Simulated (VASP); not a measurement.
Wanted: the native input for a VASP 6.6.1 run.

```
Task                   : single point
Functional             : PBE
Potentials or basis    : VASP PAW PBE potentials, release 64 (Si)
Cutoff                 : 520 eV
k mesh                 : 17 × 17 × 9
Occupations            : fermi-dirac, width 0.08 eV
Spin                   : no spin polarisation
Dipole correction      : no
Further INCAR settings : ALGO = Normal; EDIFF = 1e-06; NBANDS = 11
```

The structure of Si lies in POSCAR:

```
Si
1.0
    2.6050033719      0.0000000000      0.0000000000
   -1.3025016860      2.2559990970      0.0000000000
    0.0000000000      0.0000000000      4.2973185094
Si
2
Direct
    0.3333333333      0.6666666667      0.2500000000
    0.6666666667      0.3333333333      0.7500000000
```

This cell differs from its parent crystal: volume scaled by 0.88.

One way to write it, as run:

INCAR

```
SYSTEM = Si
  ALGO = Normal
  EDIFF = 1E-6
  ENCUT = 520
  GGA = PE
  ISIF = 2
  ISMEAR = -1
  LASPH = .TRUE.
  LCHARG = .FALSE.
  LREAL = .FALSE.
  LWAVE = .FALSE.
  NBANDS = 11
  NELM = 80
  PREC = Accurate
  SIGMA = 0.08
```

KPOINTS

```
k-points
0
G
  17 17 9
  0 0 0
```

Potentials or basis: VASP PAW PBE potentials, release 64 (Si).

Launch:

```bash
$ cat potpaw_PBE.64/Si/POTCAR > POTCAR
$ mpirun -np 1 vasp_std > vasp.out
```

It gave:

* Pressure: 14.7 GPa
* Band gap on the k mesh: zero (band 4 reaches 21.55 eV, above the bottom of band 5 at 8.38 eV)

Wall time 22 s on 1 thread of AMD EPYC 7R43 64-Core Processor (Zen 3) (shared host), peak memory 0.12 GiB.
